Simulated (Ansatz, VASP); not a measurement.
One calculation of InP, two programs

The input POSCAR:

```
InP
1.0
    0.0000000000      2.5241808742      2.5241808742
    2.5241808742      0.0000000000      2.5241808742
    2.5241808742      2.5241808742      0.0000000000
In P
1 1
Direct
    0.0000000000      0.0000000000      0.0000000000
    0.2500000000      0.2500000000      0.2500000000
```

File INCAR.step1:

```
ALGO = Normal
EDIFF = 1E-4
ENCUT = 520
GGA = PE
ISMEAR = 0
LASPH = T
LCHARG = F
LREAL = F
LWAVE = T
NBANDS = 16
NELM = 60
PREC = Accurate
SIGMA = 0.02
```

INCAR.step2

```
ALGO = Normal
EDIFF = 1E-6
ENCUT = 520
ISIF = 2
ISMEAR = 0
ISTART = 1
LASPH = T
LCHARG = F
LMIXTAU = T
LREAL = F
LWAVE = F
METAGGA = R2SCAN
NBANDS = 16
NELM = 60
PREC = Accurate
SIGMA = 0.02
```

Contents of KPOINTS:

```
k-points
0
Gamma
  10 10 10
```

Input for Ansatz:

```yaml
crystal:
  lattice:
    - [0.0, 2.5241808742, 2.5241808742]
    - [2.5241808742, 0.0, 2.5241808742]
    - [2.5241808742, 2.5241808742, 0.0]
  atoms:
    - { symbol: In, position: [0.0, 0.0, 0.0] }
    - { symbol: P, position: [0.25, 0.25, 0.25] }
basis:
  ecutwfc: 500
kpoints:
  mp_grid: { grid: [10, 10, 10] }
  band_path: { path: [VBM, CBM], npoints: 2 }
hamiltonian:
  xc: r2scan
scf:
  occupations: { method: gaussian, width: 0.02 }
output:
  forces: true
  stress: true
  eigenvalues: true
checkpoint:
  read: start.run
  write: ck
  compress: false
  write_wavefunctions: false
  write_every: 100000
```

Alike in both runs: task single point; functional r2SCAN; k mesh 10 × 10 × 10; occupations gaussian, width 0.02 eV; no spin polarisation.

|  | VASP | Ansatz |
| --- | --- | --- |
| version | VASP 6.6.1 | Ansatz 0.2.0 |
| potentials or method | VASP PAW PBE potentials, release 64 (In_d, P), cutoff 520 eV | scalar-relativistic, plane waves, PAW |
| valence electrons in the cell | 18 | 18 |

|  | VASP | Ansatz | Ansatz less VASP |
| --- | --- | --- | --- |
| gap on the k mesh at the Fermi level (eV) | 0.90 | 0.90 | 0.000 |
| least direct gap on the mesh (eV) | 3.30 | 3.28 | -0.020 |

VASP's potentials were made for PBE, not for r2SCAN. The functional is the same, so the differences come from potentials, cutoffs and numerics.
